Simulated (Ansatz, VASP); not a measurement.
**Li3H2 in VASP and in Ansatz**

File INCAR:

```
SYSTEM = Li3H2
PREC = Accurate
ENCUT = 600
EDIFF = 1E-6
ISMEAR = 0
SIGMA = 0.2
LREAL = .FALSE.
LASPH = .TRUE.
NELM = 100
ALGO = Normal
ISIF = 3
LWAVE = .FALSE.
LCHARG = .FALSE.
GGA = PE
IBRION = 2
NSW = 36
EDIFFG = -0.08
```

File KPOINTS:

```
regular mesh
0
G
  5 5 4
  0 0 0
```

File POSCAR:

```
Li3H2
1.0
    3.6697364200      0.0000000000      0.0000000000
   -1.3464597100      3.4456474800      0.0000000000
   -1.2320515800     -0.9331858000      4.6824969000
Li H
3 2
Direct
    0.3900911300      0.6731453000      0.5039580700
    0.6355458500      0.1015313000      0.2705181400
    0.9647841500      0.9130399300      0.9306450100
    0.0423702100      0.3039348500      0.7840947600
    0.2357811600      0.1861389500      0.3005978700
```

Input for Ansatz:

```yaml
crystal:
  lattice:
    - [3.66973642, 0.0, 0.0]
    - [-1.34645971, 3.44564748, 0.0]
    - [-1.23205158, -0.9331858, 4.6824969]
  atoms:
    - { symbol: Li, position: [0.39009113, 0.6731453, 0.50395807] }
    - { symbol: Li, position: [0.63554585, 0.1015313, 0.27051814] }
    - { symbol: Li, position: [0.96478415, 0.91303993, 0.93064501] }
    - { symbol: H, position: [0.04237021, 0.30393485, 0.78409476] }
    - { symbol: H, position: [0.23578116, 0.18613895, 0.30059787] }
basis:
  ecutwfc: 420
kpoints:
  mp_grid: { grid: [5, 5, 4] }
hamiltonian:
  xc: pbe
scf:
  occupations: { method: gaussian, width: 0.2 }
  lower_state_search: "off"
output:
  forces: true
  stress: true
  eigenvalues: true
relax:
  adjacent_minimum: "off"
  f_tol: 0.08
  max_steps: 16
  cell: { stress_tol: 0.8 }
```

Alike in both runs: task relaxation of cell and atoms; functional PBE; k mesh 5 × 5 × 4; occupations gaussian, width 0.2 eV; no spin polarisation.

|  | VASP | Ansatz |
| --- | --- | --- |
| version | VASP 6.6.1 | Ansatz 0.2.0 |
| potentials or method | VASP PAW PBE potentials, release 64 (Li_sv, H), cutoff 600 eV | scalar-relativistic, plane waves, PAW |
| valence electrons in the cell | 11 | 11 |

|  | VASP | Ansatz | Ansatz less VASP |
| --- | --- | --- | --- |
| gap on the k mesh at the Fermi level, each at its own relaxed structure (eV) | none | none | - |
| relaxed volume (Å³/atom) | 9.85 | 10.11 | +0.255 |
| relaxed cell length with the largest relative difference (Å) | 4.064 | 4.171 | +0.1063 |

A gap of «none» marks a metal or a gap that the smearing closes.

The k mesh is coarse, so the values compare programs but aren't converged. Noted on VASP's run: the cutoff is short for stress, so the pressure is rough; the volume moved by over 15 % at a fixed basis, so the end points are rough.
